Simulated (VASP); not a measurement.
MnS:

```
Mn S
1.0
     0.00000    2.60450    2.60450
     2.60450    0.00000    2.60450
     2.60450    2.60450    0.00000
Mn S
1 1
Direct
  0.00000 0.00000 0.00000
  0.50000 0.50000 0.50000
```

* Program: VASP 6.6.1
* Task: relaxation of cell and atoms
* Functional: PBE
* Potentials or basis: VASP PAW PBE potentials, release 64 (Mn_pv, S)
* Cutoff: 600 eV
* k mesh: 9 × 9 × 9
* Occupations: fermi-dirac, width 0.05 eV
* Spin: collinear spin, ferromagnetic start
* Starting moments: [4.0, 0.0] μB

At the start: pressure -2.9 GPa; volume 17.67 Å³/atom.

Question: How do energy, volume and symmetry change on relaxing?

Answer: Over 6 steps the energy falls by 8.5 meV/atom and the volume is 16.72 Å³/atom (-5.3 %); space group Fm-3m (No. 225, to 0.05 Å); moment 4.57 μB per cell.

Step by step:
| step | energy change (eV) | largest force (eV/Å) | pressure (GPa) | volume (Å³) |
| --- | --- | --- | --- | --- |
| 1 | 0.0000 | 0.0000 | -2.90 | 35.33 |
| 2 | -0.0166 | 0.0000 | -0.37 | 33.72 |
| 3 | -0.0170 | 0.0000 | -0.17 | 33.50 |
| 4 | -0.0163 | 0.0000 | 0.58 | 33.06 |
| 5 | -0.0170 | 0.0000 | 0.14 | 33.40 |
| 6 | -0.0170 | 0.0000 | 0.05 | 33.45 |

Final structure:
```
Mn S
1.0
     0.00000    2.55721    2.55721
     2.55721    0.00000    2.55721
     2.55721    2.55721    0.00000
Mn S
1 1
Direct
  0.00000 0.00000 0.00000
  0.50000 0.50000 0.50000
```

Caveat: a cell with one magnetic atom can't hold antiferromagnetic order, which such compounds often take.
